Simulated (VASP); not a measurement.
AlN, 4 atoms in the cell. Symmetry: P6_3mc, No. 186, hexagonal system. Conventional cell: a = 3.114 Å, b = 3.114 Å, c = 4.983 Å, α = 90.00°, β = 90.00°, γ = 120.00°. Within 2.5 Å of Al (site symmetry 3m) lie 4 N at 1.89 to 1.90 Å. Within 2.5 Å of N (site symmetry 3m) lie 4 Al at 1.89 to 1.90 Å. 

* Program: VASP 6.6.1
* Task: single point
* Functional: PBEsol
* Potentials or basis: VASP PAW PBE potentials, release 64 (Al, N)
* Cutoff: 520 eV
* k mesh: 9 × 9 × 6
* Occupations: gaussian, width 0.02 eV
* Spin: no spin polarisation
* Dipole correction: no
* Further INCAR settings: ALGO = Normal; EDIFF = 1e-07; NBANDS = 16

Potentials or basis: VASP PAW PBE potentials, release 64 (Al, N).

Run with:

```bash
$ cat potpaw_PBE.64/Al/POTCAR potpaw_PBE.64/N/POTCAR > POTCAR
$ mpirun -np 1 vasp_std > vasp.out
```

Hardware: 1 thread of Intel(R) Xeon(R) 6975P-C (Granite Rapids), on a shared host.

Question: Estimate the wall time of this run.

Answer: Wall time 9.9 s on 1 thread of Intel(R) Xeon(R) 6975P-C (Granite Rapids) (shared host), peak memory 0.16 GiB. Counts: scf iterations 14, k points 48.
